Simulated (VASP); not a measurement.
# GaSb3 in VASP: further runs

Runs on GaSb3. Level: PBEsol+D3(BJ). Tasks: single point.

Program: VASP 6.6.1. These are calculated values, not measurements. Logs are shortened: lines on timing, memory, paths and dates and some standing lists are left out, and cuts for length are marked.

**1. The cell of the first run**

The structure is tetragonal, space group I4/mmm (No. 139). Conventional cell: a = 5.004 Å, b = 5.004 Å, c = 7.172 Å, α = 90.00°, β = 90.00°, γ = 90.00°. Ga (site symmetry 4/mmm) has 14 Sb at 3.08 to 3.59 Å within 4.1 Å. Sb (site symmetry -4m2) has 4 Ga at 3.08 Å and 10 Sb at 3.08 to 3.59 Å within 4.1 Å. Within 4.1 Å of Sb (site symmetry 4/mmm) lie 8 Sb at 3.08 Å and 6 Ga at 3.54 to 3.59 Å.

**2. Single point, PBEsol+D3(BJ)**

File INCAR:

```
SYSTEM = GaSb3
  PREC = Accurate
  ENCUT = 520
  EDIFF = 1E-6
  ISMEAR = 0
  SIGMA = 0.15
  LREAL = .FALSE.
  LASPH = .TRUE.
  NELM = 100
  ALGO = Normal
  ISIF = 2
  LWAVE = .FALSE.
  LCHARG = .FALSE.
  GGA = PS
  IVDW = 12
  NBANDS = 22
```

File KPOINTS:

```
Automatic mesh
0
G
  10 10 10
  0 0 0
```

File POSCAR:

```
GaSb3
1.0
    0.0000000000      3.5380821813      3.5857729617
    3.5380821813      0.0000000000      3.5857729617
    3.5380821813      3.5380821813      0.0000000000
Ga Sb
1 3
Direct
    0.0000000000      0.0000000000      0.0000000000
    0.2500000000      0.2500000000      0.2500000000
    0.7500000000      0.7500000000      0.7500000000
    0.5000000000      0.5000000000      0.5000000000
```

Potentials or basis: VASP PAW PBE potentials, release 64 (Ga_d, Sb).

Run with:

```
$ cat potpaw_PBE.64/Ga_d/POTCAR potpaw_PBE.64/Sb/POTCAR > POTCAR
$ mpirun -np 1 vasp_std > vasp.out
```

OUTCAR:

```text
SYSTEM = GaSb3
   PREC = Accurate
   ENCUT = 520
   EDIFF = 1E-6
   ISMEAR = 0
   LREAL = .FALSE.
   LASPH = .TRUE.
   NELM = 100
   ISIF = 2
   GGA = PS
   IVDW = 12
 IVDW          = 12

 ion  position               nearest neighbor table
   1  0.000  0.000  0.000-   3 3.08   3 3.08   3 3.08   2 3.08   3 3.08   2 3.08   2 3.08   2 3.08

   2  0.250  0.250  0.250-   1 3.08   1 3.08   1 3.08   1 3.08   4 3.08   4 3.08   4 3.08   4 3.08
                             3 3.54   3 3.54   3 3.54   3 3.54   3 3.59   3 3.59
   3  0.750  0.750  0.750-   4 3.08   4 3.08   4 3.08   1 3.08   4 3.08   1 3.08   1 3.08   1 3.08
                             2 3.54   2 3.54   2 3.54   2 3.54   2 3.59   2 3.59
   4  0.500  0.500  0.500-   2 3.08   2 3.08   2 3.08   2 3.08   3 3.08   3 3.08   3 3.08   3 3.08

  LATTYP: Found a body centered tetragonal cell.
 ALAT       =     5.0036038056
 C/A-ratio  =     1.4332761350

  Lattice vectors:

 A1 = (  -3.5380821813,   0.0000000000,   3.5857729617)
 A2 = (   3.5380821813,   0.0000000000,   3.5857729617)
 A3 = (   0.0000000000,   3.5380821813,  -3.5857729617)

Analysis of symmetry for initial positions (statically):
=====================================================================
 Subroutine PRICEL returns:
 Original cell was already a primitive cell.

 Routine SETGRP: Setting up the symmetry group for a
 body centered tetragonal supercell.

 Subroutine GETGRP returns: Found 16 space group operations
 (whereof 16 operations were pure point group operations)
 out of a pool of 16 trial point group operations.

The static configuration has the point symmetry D_4h.

Analysis of symmetry for dynamics (positions and initial velocities):
=====================================================================
 Subroutine PRICEL returns:
 Original cell was already a primitive cell.

 Routine SETGRP: Setting up the symmetry group for a
 body centered tetragonal supercell.

 Subroutine GETGRP returns: Found 16 space group operations
 (whereof 16 operations were pure point group operations)
 out of a pool of 16 trial point group operations.

The dynamic configuration has the point symmetry D_4h.

 Subroutine INISYM returns: Found 16 space group operations
 (whereof 16 operations are pure point group operations),
 and found     1 'primitive' translations

----------------------------------------------------------------------------------------

                                     Primitive cell

[... 95 lines left out ...]
   LREAL  =      F    real-space projection
   EDIFFG = 0.1E-04   stopping-criterion for IOM
   NSW    =      0    number of steps for IOM
   IBRION =     -1    ionic relax: 0-MD 1-quasi-New 2-CG
   NFREE  =      0    steps in history (QN), initial steepest desc. (CG)
   ISIF   =      2    stress and relaxation
   ISYM   =      2    0-nonsym 1-usesym 2-fastsym
   POTIM  = 0.5000    time-step for ionic-motion
   TEBEG  =    0.0;   TEEND  =   0.0 temperature during run
   PSTRESS=    0.0 pullay stress
   NELECT =      28.0000    total number of electrons
   NUPDOWN=      -1.0000    fix difference up-down
   EMIN   =  10.00;   EMAX   =-10.00  energy-range for DOS
   EFERMI =   0.00;   METHOD = LEGACY
   ISMEAR =     0;   SIGMA  =   0.15  broadening in eV -4-tet -1-fermi 0-gaus
   EFERMI_NEDOS =   21; number of points for ismear=-14 and -15
   IALGO  =     38    algorithm
   IMIX   =      4    mixing-type and parameters
     AMIX     =   0.40;   BMIX     =  1.00
     AMIX_MAG =   1.60;   BMIX_MAG =  1.00
  volume/ion in A,a.u.               =      22.44       151.46
  Fermi-wavevector in a.u.,A,eV,Ry     =   1.110226  2.098022 16.770558  1.232601
  Thomas-Fermi vector in A             =   2.246775
   LORBIT       =      0    0 simple, 1 ext, 2 COOP (PROOUT), +10 PAW based schemes
   GGA     = PS    functional components
   LHFCALC =     F    Hartree Fock is set to
   AEXX    =    0.0000 exact exchange contribution
   IVDW    =    12    specifies the selected vdW correction
   LEPSILON=     F    determine dielectric tensor
   LRPA    =     F    only Hartree local field effects (RPA)
 non-spin polarized calculation
 Gauss-broadening in eV      SIGMA  =   0.15
  energy-cutoff  :      520.00
  volume of cell :       89.77
 maximum number of plane-waves:      2437
 NGX is ok and might be reduce to    40
   NGX = 19   NGY = 19   NGZ = 19

 number of electron      28.0000007 magnetization

 Free energy of the ion-electron system (eV)
  ---------------------------------------------------
  ext. energy  EPLUGINS =         0.00000000
  ---------------------------------------------------
  free energy    TOTEN  =       -16.27740838 eV

  energy without entropy =      -16.26016091  energy(sigma->0) =      -16.26878464

 E-fermi :   9.0755     XC(G=0): -10.9543

 val. band max:        9.0722038061   @ k =  -0.2000   0.3000   0.1000
 cond. band min:       9.0799101576   @ k =   0.4000   0.3000   0.1000
 fundamental gap:      0.0077063515
 Fermi energy:         9.0755176839

 k-point     1 :       0.0000    0.0000    0.0000
  band No.  band energies     occupation
      1      -5.6614      2.00000
      2      -5.6605      2.00000
      3      -5.6605      2.00000
      4      -5.6398      2.00000
      5      -5.6380      2.00000
      6      -4.4587      2.00000
[... 589 lines left out ...]
     21      14.0420      0.00000
     22      14.1207      0.00000

 [... further k-points ...]

------------------------ aborting loop because EDIFF is reached ----------------------------------------

 Edisp (eV)   -2.02896

 E8    (eV) :    -1.3960

  FORCE on cell =-STRESS in cart. coord.  units (eV):
  Direction    XX          YY          ZZ          XY          YZ          ZX
  --------------------------------------------------------------------------------------
  -------------------------------------------------------------------------------------
  Total       1.44748     1.44748     0.89888     0.00000    -0.00000     0.00000
  in kB      25.83296    25.83296    16.04225     0.00000    -0.00000     0.00000
  external pressure =       22.57 kB  Pullay stress =        0.00 kB

 VOLUME and BASIS-vectors are now :
 -----------------------------------------------------------------------------
  energy-cutoff  :      520.00
  volume of cell :       89.77
      direct lattice vectors                 reciprocal lattice vectors
     0.000000000  3.538082181  3.585772962    -0.141319499  0.141319499  0.139439949
     3.538082181  0.000000000  3.585772962     0.141319499 -0.141319499  0.139439949
     3.538082181  3.538082181  0.000000000     0.141319499  0.141319499 -0.139439949

 POSITION                                       TOTAL-FORCE (eV/Angst)
 -----------------------------------------------------------------------------------
      0.00000      0.00000      0.00000        -0.000000     -0.000000      0.000000
      1.76904      1.76904      1.79289        -0.000000     -0.000000      0.000000
      5.30712      5.30712      5.37866         0.000000      0.000000     -0.000000
      3.53808      3.53808      3.58577        -0.000000     -0.000000      0.000000
 -----------------------------------------------------------------------------------
    total drift:                               -0.000000      0.000000      0.000000

  FREE ENERGIE OF THE ION-ELECTRON SYSTEM (eV)
  ---------------------------------------------------
  free  energy   TOTEN  =       -18.3063648063 eV

  energy  without entropy=      -18.2891173357  energy(sigma->0) =      -18.29774107
```

stdout:

```text
POSCAR found type information on POSCAR GaSb
 POSCAR found :  2 types and       4 ions
 scaLAPACK will be used
 -----------------------------------------------------------------------------
|                                                                             |
|                                                                             |
|     You enforced a specific xc type in the INCAR file but a different       |
|     I HOPE YOU KNOW WHAT YOU ARE DOING!                                     |
|                                                                             |
 -----------------------------------------------------------------------------

 LDA part: xc-table for (Slater+PW92), standard interpolation
 POSCAR, INCAR and KPOINTS ok, starting setup
 FFT: planning ... GRIDC
 FFT: planning ... GRID_SOFT
 FFT: planning ... GRID
 WAVECAR not read
 entering main loop
```

Wall time 95 s (1 thread of Intel Xeon 6975P-C (Granite Rapids), shared host); peak memory 0.37 GiB.

What came out:

```yaml
Free_energy: -18.3064 eV
Pressure: 2.3 GPa
Band_gap_on_the_k_mesh: zero (band 14 reaches 10.84 eV, above the bottom of band 15 at 6.63 eV)
Dispersion_energy_per_atom: -0.507 eV
```

Caveat: the PAW data sets were made with another functional, which shifts forces and pressure a little; spin-orbit coupling is left out, which moves the levels of the heavy elements; pairwise dispersion overbinds metals, which lowers pressure and volume.

**3. Single point, PBEsol+D3(BJ)**

This run uses another cell than the first one, of 23.67 Å³/atom, 1.055 times its volume.

File INCAR:

```
ALGO = Normal
EDIFF = 1E-6
ENCUT = 520
GGA = PS
ISIF = 2
ISMEAR = 0
IVDW = 12
LASPH = True
LCHARG = False
LREAL = False
LWAVE = False
NBANDS = 22
NELM = 100
PREC = Accurate
SIGMA = 0.15
```

File KPOINTS:

```
k-points
0
Gamma
  10 10 10
```

File POSCAR:

```
GaSb3
1.0
    0.0000000000      3.6334637421      3.5857729617
    3.6334637421      0.0000000000      3.5857729617
    3.6334637421      3.6334637421      0.0000000000
Ga Sb
1 3
Direct
    0.0000000000      0.0000000000      0.0000000000
    0.2500000000      0.2500000000      0.2500000000
    0.7500000000      0.7500000000      0.7500000000
    0.5000000000      0.5000000000      0.5000000000
```

Potentials or basis: VASP PAW PBE potentials, release 64 (Ga_d, Sb).

Run with:

```
$ cat potpaw_PBE.64/Ga_d/POTCAR potpaw_PBE.64/Sb/POTCAR > POTCAR
$ mpirun -np 1 vasp_std > vasp.out
```

OUTCAR:

```text
EDIFF = 1E-6
   ENCUT = 520
   GGA = PS
   ISIF = 2
   ISMEAR = 0
   IVDW = 12
   LASPH = True
   LREAL = False
   NELM = 100
   PREC = Accurate
 IVDW          = 12

 ion  position               nearest neighbor table
   1  0.000  0.000  0.000-   3 3.13   3 3.13   3 3.13   2 3.13   3 3.13   2 3.13   2 3.13   2 3.13

   2  0.250  0.250  0.250-   1 3.13   1 3.13   1 3.13   1 3.13   4 3.13   4 3.13   4 3.13   4 3.13
                             3 3.59   3 3.59   3 3.63   3 3.63   3 3.63   3 3.63
[... 809 lines left out ...]
  Direction    XX          YY          ZZ          XY          YZ          ZX
  --------------------------------------------------------------------------------------
  -------------------------------------------------------------------------------------
  Total      -1.15068    -1.15068    -0.75850     0.00000     0.00000     0.00000
  in kB     -19.47200   -19.47200   -12.83542     0.00000     0.00000     0.00000
  external pressure =      -17.26 kB  Pullay stress =        0.00 kB

 VOLUME and BASIS-vectors are now :
 -----------------------------------------------------------------------------
  energy-cutoff  :      520.00
  volume of cell :       94.68
      direct lattice vectors                 reciprocal lattice vectors
     0.000000000  3.633463742  3.585772962    -0.137609740  0.137609740  0.139439949
     3.633463742  0.000000000  3.585772962     0.137609740 -0.137609740  0.139439949
     3.633463742  3.633463742  0.000000000     0.137609740  0.137609740 -0.139439949

 POSITION                                       TOTAL-FORCE (eV/Angst)
 -----------------------------------------------------------------------------------
      0.00000      0.00000      0.00000         0.000000     -0.000000      0.000000
      1.81673      1.81673      1.79289        -0.000000     -0.000000     -0.000000
      5.45020      5.45020      5.37866         0.000000      0.000000      0.000000
      3.63346      3.63346      3.58577         0.000000     -0.000000      0.000000
 -----------------------------------------------------------------------------------
    total drift:                               -0.000000      0.000000      0.000000

  FREE ENERGIE OF THE ION-ELECTRON SYSTEM (eV)
  ---------------------------------------------------
  free  energy   TOTEN  =       -18.3120292898 eV

  energy  without entropy=      -18.2920440700  energy(sigma->0) =      -18.30203668
```

OSZICAR:

```text
N       E                     dE             d eps       ncg     rms          rms(c)
DAV:   1     0.162429427639E+03    0.16243E+03   -0.11665E+04  4672   0.138E+03
DAV:   2    -0.498965084024E+00   -0.16293E+03   -0.15655E+03  4916   0.328E+02
DAV:   3    -0.159927713214E+02   -0.15494E+02   -0.15057E+02  5524   0.833E+01
DAV:   4    -0.164308214125E+02   -0.43805E+00   -0.43667E+00  5026   0.145E+01
DAV:   5    -0.164411035173E+02   -0.10282E-01   -0.10280E-01  5716   0.232E+00    0.363E+00
DAV:   6    -0.164061703953E+02    0.34933E-01   -0.48121E-02  5812   0.250E+00    0.202E+00
DAV:   7    -0.163935251030E+02    0.12645E-01   -0.25340E-02  5830   0.125E+00    0.165E-01
DAV:   8    -0.163931100348E+02    0.41507E-03   -0.21903E-03  5364   0.467E-01    0.566E-02
DAV:   9    -0.163930903152E+02    0.19720E-04   -0.13045E-04  5484   0.739E-02    0.192E-02
DAV:  10    -0.163930878917E+02    0.24235E-05   -0.13303E-05  5414   0.333E-02    0.782E-03
DAV:  11    -0.163930875885E+02    0.30320E-06   -0.73600E-07  3224   0.661E-03
   1 F= -.18312029E+02 E0= -.18302037E+02  d E =-.199852E-01
```

stdout:

```text
POSCAR found type information on POSCAR GaSb
 POSCAR found :  2 types and       4 ions
 scaLAPACK will be used
 -----------------------------------------------------------------------------
|                                                                             |
|                                                                             |
|     You enforced a specific xc type in the INCAR file but a different       |
|     I HOPE YOU KNOW WHAT YOU ARE DOING!                                     |
|                                                                             |
 -----------------------------------------------------------------------------

 LDA part: xc-table for (Slater+PW92), standard interpolation
 POSCAR, INCAR and KPOINTS ok, starting setup
 FFT: planning ... GRIDC
 FFT: planning ... GRID_SOFT
 FFT: planning ... GRID
 WAVECAR not read
 entering main loop
```

Wall time 87 s (1 thread of Intel Xeon 6975P-C (Granite Rapids), shared host); peak memory 0.38 GiB.

What came out:

```
Free energy                : -18.3120 eV
Pressure                   : -1.7 GPa
Band gap on the k mesh     : zero (band 14 reaches 10.06 eV, above the bottom of band 15 at 5.81 eV)
Dispersion energy per atom : -0.480 eV
```

Stress tensor (GPa, compression positive):
```
-1.95  0.00  0.00
 0.00 -1.95  0.00
 0.00  0.00 -1.28
```

Caveat: the PAW data sets were made with another functional, which shifts forces and pressure a little; spin-orbit coupling is left out, which moves the levels of the heavy elements; pairwise dispersion overbinds metals, which lowers pressure and volume.

(Part 1 of 2 ends here.)
